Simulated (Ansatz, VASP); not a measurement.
## Two plane-wave programs on Ga

```xyz
1
Lattice="2.7167 0.0000 0.0000 0.0000 2.7167 0.0000 0.0000 0.0000 2.7167" Properties=species:S:1:pos:R:3 pbc="T T T"
Ga    0.0000    0.0000    0.0000
```

Alike in both runs: functional PBE; k mesh 16 × 16 × 16; occupations gaussian, width 0.1 eV; no spin polarisation.

Ansatz relaxed the structure, and its values are those at the end. VASP's run is a single point on that final structure, the one shown.

|  | VASP | Ansatz |
| --- | --- | --- |
| version | VASP 6.6.1 | Ansatz 0.2.0 |
| potentials or method | VASP PAW PBE potentials, release 64 (Ga_d), cutoff 520 eV | scalar-relativistic, plane waves, PAW |
| valence electrons in the cell | 13 | 13 |

|  | VASP | Ansatz | Ansatz less VASP |
| --- | --- | --- | --- |
| gap on the k mesh at the Fermi level (eV) | none | none | - |
| pressure (GPa) | 0.1 | 0.0 | -0.12 |

A gap of «none» marks a metal or a gap that the smearing closes.
